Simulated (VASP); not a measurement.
A run of VASP 6.6.1 is set up as follows.

Contents of INCAR:

```
SYSTEM = TiCo
PREC = Accurate
ENCUT = 400
EDIFF = 1E-6
ISMEAR = -1
SIGMA = 0.1723
LREAL = Auto
LASPH = .TRUE.
NELM = 120
ALGO = Normal
ISIF = 2
LWAVE = .FALSE.
LCHARG = .FALSE.
GGA = PE
NBANDS = 98
ISYM = -1
GGA_COMPAT = .FALSE.
```

KPOINTS

```
explicit points
1
Reciprocal
  0.25000000   0.25000000   0.25000000 1
```

Contents of POSCAR:

```
TiCo
1.0
    6.2119360000     -0.0237870000      0.0571590000
   -0.0237870000      6.3309150000     -0.1234120000
    0.0571590000     -0.1234120000      6.2827850000
Ti Co
8 8
Direct
    0.0382868308      0.3552564720      0.8925128704
    0.3043350125      0.6194720503      0.2839406091
    0.0988797305      0.9785187899      0.0719478853
    0.2550278144      0.1891630472      0.4401259720
    0.5497504590      0.5304569479      0.8456465670
    0.6043874122      0.9356240873      0.1930363779
    0.8654948026      0.8488490637      0.6523250984
    0.6979518380      0.1822359138      0.5825276322
    0.4895286915      0.8543353254      0.5440468297
    0.8415176240      0.6067207374      0.1469487359
    0.9999137627      0.5223469956      0.4855887662
    0.4475301607      0.2495972191      0.0707579386
    0.3037640296      0.0369788163      0.8196942568
    0.8031092448      0.2600631606      0.1392587831
    0.2240058252      0.7069303910      0.8235081647
    0.5495767879      0.4807722797      0.4165450209
```

Potentials or basis: VASP PAW PBE potentials, release 64 (Ti_sv, Co).

The run is started by

```sh
$ cat potpaw_PBE.64/Ti_sv/POTCAR potpaw_PBE.64/Co/POTCAR > POTCAR
$ mpirun -np 1 vasp_std > vasp.out
```

Task: Predict the pressure.

Result: -4.3 GPa.

Task: Predict the largest force.

Result: 3.561 eV/Å.

Forces on the atoms (eV/Å):
```
Ti   1.056  1.220 -1.071
Ti  -2.825  0.698 -1.273
Ti  -1.885 -1.357  2.108
Ti  -0.599  0.590  0.806
Ti  -0.132  0.357  0.052
Ti   0.471 -0.975 -0.821
Ti   1.016 -1.469 -0.067
Ti  -0.021  1.491  0.015
Co  -0.336 -0.133  0.659
Co   0.536  1.780 -0.321
Co  -0.904 -0.802  0.580
Co  -0.887  0.369  0.336
Co   1.106  2.301 -2.042
Co   0.384 -1.025  1.125
Co  -0.385 -2.023 -0.254
Co   3.406 -1.024  0.166
```

Caveat: atoms lie so close that the PAW spheres overlap strongly, which falsifies energies and pressures; the atoms stand as in a frame of molecular dynamics; the run has no spin polarisation, though such a crystal can be magnetic. Spin polarisation is off, so any magnetic state and its effect on volume and gap are missing.
